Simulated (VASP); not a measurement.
# Be (Pm-3m) in VASP: further runs, part 2 of 2

VASP 6.6.1. Earlier steps stand in the parts before.

**3. Relaxation of cell and atoms, LDA, target pressure 160 GPa, at which the enthalpy is minimised**

This run uses another cell than the first one, of 4.98 Å³/atom, 1.075 times its volume.

File INCAR:

```
SYSTEM = Be
ALGO = Normal
EDIFF = 1E-7
EDIFFG = -0.005
ENCUT = 600
IBRION = 2
ISIF = 3
ISMEAR = -1
LASPH = .TRUE.
LCHARG = .FALSE.
LREAL = .FALSE.
LWAVE = .FALSE.
NELM = 80
NSW = 32
PREC = Accurate
PSTRESS = 1600.0
SIGMA = 0.05
```

File KPOINTS:

```
k-points
0
G
  22 22 22
  0 0 0
```

File POSCAR:

```
Be
1.0
    1.7078447102      0.0000000000      0.0000000000
    0.0000000000      1.7078447102      0.0000000000
    0.0000000000      0.0000000000      1.7078447102
Be
1
Direct
    0.0000000000      0.0000000000      0.0000000000
```

Potentials or basis: VASP PAW LDA potentials, release 64 (Be).

Started as:

```
> cat potpaw_LDA.64/Be/POTCAR > POTCAR
> mpirun -np 1 vasp_std > vasp.out
```

OUTCAR:

```text
SYSTEM = Be
   EDIFF = 1E-7
   EDIFFG = -0.005
   ENCUT = 600
   IBRION = 2
   ISIF = 3
   ISMEAR = -1
   LASPH = .TRUE.
   LREAL = .FALSE.
   NELM = 80
   NSW = 32
   PREC = Accurate
   PSTRESS = 1600.0

 ion  position               nearest neighbor table
   1  0.000  0.000  0.000-

  LATTYP: Found a simple cubic cell.
 ALAT       =     1.7078447102

  Lattice vectors:

 A1 = (   1.7078447102,   0.0000000000,   0.0000000000)
 A2 = (   0.0000000000,   1.7078447102,   0.0000000000)
 A3 = (   0.0000000000,   0.0000000000,   1.7078447102)

Analysis of symmetry for initial positions (statically):
=====================================================================
 Subroutine PRICEL returns:
 Original cell was already a primitive cell.

 Routine SETGRP: Setting up the symmetry group for a
 simple cubic supercell.

 Subroutine GETGRP returns: Found 48 space group operations
 (whereof 48 operations were pure point group operations)
 out of a pool of 48 trial point group operations.

The static configuration has the point symmetry O_h .

Analysis of symmetry for dynamics (positions and initial velocities):
=====================================================================
 Subroutine PRICEL returns:
 Original cell was already a primitive cell.

 Routine SETGRP: Setting up the symmetry group for a
 simple cubic supercell.

 Subroutine GETGRP returns: Found 48 space group operations
 (whereof 48 operations were pure point group operations)
 out of a pool of 48 trial point group operations.

The dynamic configuration has the point symmetry O_h .

 Subroutine INISYM returns: Found 48 space group operations
 (whereof 48 operations are pure point group operations),
 and found     1 'primitive' translations

----------------------------------------------------------------------------------------

                                     Primitive cell
[... 111 lines left out ...]
  Fermi-wavevector in a.u.,A,eV,Ry     =   1.207730  2.282278 19.845611  1.458611
  Thomas-Fermi vector in A             =   2.343359
   LORBIT       =      0    0 simple, 1 ext, 2 COOP (PROOUT), +10 PAW based schemes
   GGA     = CA    functional components
   LHFCALC =     F    Hartree Fock is set to
   AEXX    =    0.0000 exact exchange contribution
   IVDW    =     0    specifies the selected vdW correction
   LEPSILON=     F    determine dielectric tensor
   LRPA    =     F    only Hartree local field effects (RPA)
 conjugate gradient relaxation of ions
 non-spin polarized calculation
  energy-cutoff  :      600.00
  volume of cell :        4.98
 maximum number of plane-waves:       174
 NGX is ok and might be reduce to    14
   NGX =  7   NGY =  7   NGZ =  7

--------------------------------------- Ionic step        1  -------------------------------------------

 number of electron       2.0000000 magnetization

 Free energy of the ion-electron system (eV)
  ---------------------------------------------------
  ext. energy  EPLUGINS =         0.00000000
  ---------------------------------------------------
  free energy    TOTEN  =        -1.62527747 eV

  energy without entropy =       -1.62010052  energy(sigma->0) =       -1.62268900

------------------------ aborting loop because EDIFF is reached ----------------------------------------

  FORCE on cell =-STRESS in cart. coord.  units (eV):
  Direction    XX          YY          ZZ          XY          YZ          ZX
  --------------------------------------------------------------------------------------
  -------------------------------------------------------------------------------------
  Total        5.0206646      5.0206646      5.0206646      0.0000000     -0.0000000      0.0000000
  in kB     1614.8294143   1614.8294143   1614.8294143      0.0000000     -0.0000000      0.0000000
  external PRESSURE =      14.8294143 kB  Pullay stress =    1600.0000000 kB
[... 61 lines left out ...]
--------------------------------------- Ionic step        3  -------------------------------------------

 number of electron       2.0000000 magnetization

 Free energy of the ion-electron system (eV)
  ---------------------------------------------------
  ext. energy  EPLUGINS =         0.00000000
  ---------------------------------------------------
  free energy    TOTEN  =        -1.64205856 eV

  energy without entropy =       -1.63689035  energy(sigma->0) =       -1.63947446

 E-fermi :  12.1389     XC(G=0): -12.2350

 val. band max:       12.1290832319   @ k =   0.5000   0.3636   0.0909
 cond. band min:      12.1411627117   @ k =   0.4545   0.1364   0.0455
 fundamental gap:      0.0120794798
 Fermi energy:        12.1388742775

 k-point     1 :       0.0000    0.0000    0.0000
  band No.  band energies     occupation
      1      -2.4155      2.00000
      2      33.6581      0.00000
      3      33.6581      0.00000
      4      33.6581      0.00000
      5      40.6877      0.00000
[... 177 lines left out ...]
 k-point    24 :       0.0909    0.0909    0.0000
  band No.  band energies     occupation
      1      -1.9232      2.00000
      2      28.2100      0.00000
      3      31.5751      0.00000
      4      34.3711      0.00000
      5      44.2172      0.00000

 [... further k-points ...]
[... 5 lines left out ...]
  --------------------------------------------------------------------------------------
  -------------------------------------------------------------------------------------
  Total        4.9912004      4.9912004      4.9912004      0.0000000      0.0000000      0.0000000
  in kB     1599.9801082   1599.9801082   1599.9801082      0.0000000      0.0000000      0.0000000
  external PRESSURE =      -0.0198918 kB  Pullay stress =    1600.0000000 kB
[... 20 lines left out ...]
  energy  without entropy=       -1.6368903495  energy(sigma->0) =       -1.63947446

  enthalpy is  TOTEN    =         3.3492039205 eV   P V=        4.9912624845

 reached required accuracy - stopping structural energy minimisation
```

Wall time 3.2 s (1 thread of Intel Xeon 6975P-C (Granite Rapids), shared host); peak memory 0.11 GiB.

Results:

```
Free energy                                            : -1.6421 eV
Relaxed volume                                         : 5.00 Å³/atom
Relaxed cell                                           : a = 1.710 Å, b = 1.710 Å, c = 1.710 Å, α = 90.00°, β = 90.00°, γ = 90.00°
Space group after relaxing (to 0.05 Å)                 : Pm-3m (No. 221)
Energy change on relaxing (the enthalpy is what falls) : -16.8 meV/atom
Ionic steps                                            : 3
Pressure after relaxing                                : 160.0 GPa
Band gap on the k mesh                                 : zero (band 1 reaches 20.13 eV, above the bottom of band 2 at 11.69 eV)
```

The path:
| step | energy change (eV) | largest force (eV/Å) | pressure (GPa) | volume (Å³) |
| --- | --- | --- | --- | --- |
| 1 | 0.0000 | 0.0000 | 161.48 | 4.98 |
| 2 | -0.0333 | 0.0000 | 158.54 | 5.01 |
| 3 | -0.0168 | 0.0000 | 160.00 | 5.00 |

Final structure:
```xyz
1
Lattice="1.7098 0.0000 0.0000 0.0000 1.7098 0.0000 0.0000 0.0000 1.7098" Properties=species:S:1:pos:R:3 pbc="T T T"
Be    0.0000    0.0000    0.0000
```

Levels at points of the mesh, in eV from the Fermi level:
```tsv
k point	band 1	band 2	band 3	band 4	band 5
(0.00, 0.00, 0.00)	-14.55	21.52	21.52	21.52	28.55
(0.50, 0.00, 0.00)	-9.70	-0.45	28.41	28.41	38.38
(0.50, 0.50, 0.00)	-0.37	-0.37	7.44	15.91	34.19
(0.50, 0.50, 0.50)	7.99	7.99	7.99	18.38	18.38
```

Caveat: the cell is relaxed towards a set pressure, so the enthalpy falls and the energy may rise.

**4. Single point, LDA**

This run uses another cell than the first one, of 4.98 Å³/atom, 1.075 times its volume.

File INCAR:

```
PREC = Accurate
ENCUT = 520
EDIFF = 1E-6
ISMEAR = -1
SIGMA = 0.05
LREAL = F
LASPH = T
NELM = 80
ALGO = Normal
ISIF = 2
LWAVE = F
LCHARG = F
GGA = CA
NBANDS = 7
```

File KPOINTS:

```
regular mesh
0
Gamma
  22 22 22
```

POSCAR is that of step 3.

Started as:

```
> cat potpaw_LDA.64/Be/POTCAR > POTCAR
> mpirun -np 1 vasp_std > vasp.out
```

It took 3.1 s on 1 thread of Intel Xeon Platinum 8559C (Emerald Rapids), shared host; peak memory 0.11 GiB.

It converged, with:

- Free energy: -1.6252 eV
- Pressure: 161.5 GPa
- Band gap on the k mesh: zero (band 1 reaches 20.19 eV, above the bottom of band 2 at 11.75 eV)

Levels at points of the mesh, in eV from the Fermi level:
| k point | band 1 | band 2 | band 3 | band 4 |
| --- | --- | --- | --- | --- |
| (0.00, 0.00, 0.00) | -14.58 | 21.56 | 21.56 | 21.56 |
| (0.50, 0.00, 0.00) | -9.73 | -0.44 | 28.48 | 28.48 |
| (0.50, 0.50, 0.00) | -0.38 | -0.38 | 7.44 | 15.97 |
| (0.50, 0.50, 0.50) | 8.00 | 8.00 | 8.00 | 18.40 |

**5. Single point, LDA**

This run uses another cell than the first one, of 4.98 Å³/atom, 1.074 times its volume.

File INCAR:

```
PREC = Accurate
ENCUT = 520
EDIFF = 1E-7
ISMEAR = -1
SIGMA = 0.05
LREAL = False
LASPH = True
NELM = 60
ALGO = Normal
ISIF = 2
LWAVE = False
LCHARG = False
NBANDS = 7
```

KPOINTS is that of step 4.

File POSCAR:

```
Be
1.0
    1.7074047749      0.0000000000      0.0000000000
    0.0000000000      1.7074047749      0.0000000000
    0.0000000000      0.0000000000      1.7074047749
Be
1
Direct
    0.0000000000      0.0000000000      0.0000000000
```

Started as:

```
> cat potpaw_LDA.64/Be/POTCAR > POTCAR
> mpirun -np 1 vasp_std > vasp.out
```

Wall time 3.2 s (1 thread of Intel Xeon Platinum 8559C (Emerald Rapids), shared host); peak memory 0.11 GiB.

The run converged. Its results:

| Quantity | Value |
| --- | --- |
| Free energy | -1.6213 eV |
| Pressure | 161.8 GPa |
| Band gap on the k mesh | zero (band 1 reaches 20.20 eV, above the bottom of band 2 at 11.76 eV) |

Levels at points of the mesh, in eV from the Fermi level:
| k point | band 1 | band 2 | band 3 | band 4 | band 5 |
| --- | --- | --- | --- | --- | --- |
| (0.00, 0.00, 0.00) | -14.59 | 21.57 | 21.57 | 21.57 | 28.61 |
| (0.50, 0.00, 0.00) | -9.74 | -0.44 | 28.49 | 28.49 | 38.48 |
| (0.50, 0.50, 0.00) | -0.39 | -0.39 | 7.44 | 15.98 | 34.29 |
| (0.50, 0.50, 0.50) | 8.01 | 8.01 | 8.01 | 18.41 | 18.41 |

**6. Overview**

| task | cell | cutoff (eV) | gap on the mesh (eV) | pressure (GPa) |
| --- | --- | --- | --- | --- |
| relaxation of cell and atoms | relaxed to 160 GPa from a = 1.667 Å, 1 atom | 600 | none | 160.2 |
| relaxation of cell and atoms | relaxed to 160 GPa from a = 1.708 Å, 1 atom | 600 | none | 160.0 |
| single point | a = 1.708 Å, 1 atom | 520 | none | 161.5 |
| single point | a = 1.707 Å, 1 atom | 520 | none | 161.8 |

Alike in all rows: level LDA; potentials or basis VASP PAW LDA potentials, release 64 (Be); no spin polarisation; k mesh 22 × 22 × 22; smearing fermi-dirac 0.05 eV.

Caveats: the cell is relaxed towards a set pressure, so the enthalpy falls and the energy may rise (some runs).

Total energies depend on the potentials used, so only differences within one code and one set of settings carry meaning.
